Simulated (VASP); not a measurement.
Sb: single point with r2SCAN0

The system is Sb.

```xyz
1
Lattice="3.0955 0.0000 0.0000 0.0000 3.0955 0.0000 0.0000 0.0000 3.0955" Properties=species:S:1:pos:R:3 pbc="T T T"
Sb    0.0000    0.0000    0.0000
```

This isn't the form of Sb at room conditions, which is rhombohedral.

| Quantity | Value |
| --- | --- |
| Program | VASP 6.6.1 |
| Task | single point |
| Functional | r2SCAN0 |
| Potentials or basis | VASP PAW PBE potentials, release 64 (Sb_d_GW) |
| Cutoff | 440 eV |
| k mesh | 4 × 4 × 4 |
| Occupations | fermi-dirac, width 0.05 eV |
| Spin | no spin polarisation |
| Dipole correction | no |
| Grid for exact exchange (PRECFOCK) | Normal |
| Further INCAR settings | ALGO = Normal; EDIFF = 1e-06; NBANDS = 14 |
| Share of exact exchange | 0.25 |

```yaml
Pressure: -3.4 GPa
Band_gap_on_the_k_mesh: zero (an odd number of electrons rules out a gap without spin polarisation)
```

Levels at points of the mesh, in eV from the Fermi level:
```tsv
k point	band 5	band 6	band 7	band 8	band 9	band 10
(0.00, 0.00, 0.00)	-33.05	-15.18	3.71	3.71	3.71	7.79
(0.50, 0.00, 0.00)	-33.05	-12.32	-7.49	6.11	6.11	10.43
(0.50, 0.50, 0.00)	-32.99	-9.12	-5.06	-5.06	2.59	8.51
(0.50, 0.50, 0.50)	-32.98	-5.48	-2.82	-2.82	-2.82	5.50
```

Wall time 61 s on 1 thread of Intel(R) Xeon(R) 6975P-C (Granite Rapids), with other jobs on the host, peak memory 0.15 GiB.

Caveat: the k points lie up to 0.51 Å⁻¹ apart, too coarse for converged energies and pressures of a metal; the PAW data sets were made with another functional, which shifts forces and pressure a little; spin-orbit coupling is left out, which moves the levels of the heavy elements; an odd number of electrons without spin polarisation forces a metal; a magnetic or distorted state may lie lower.
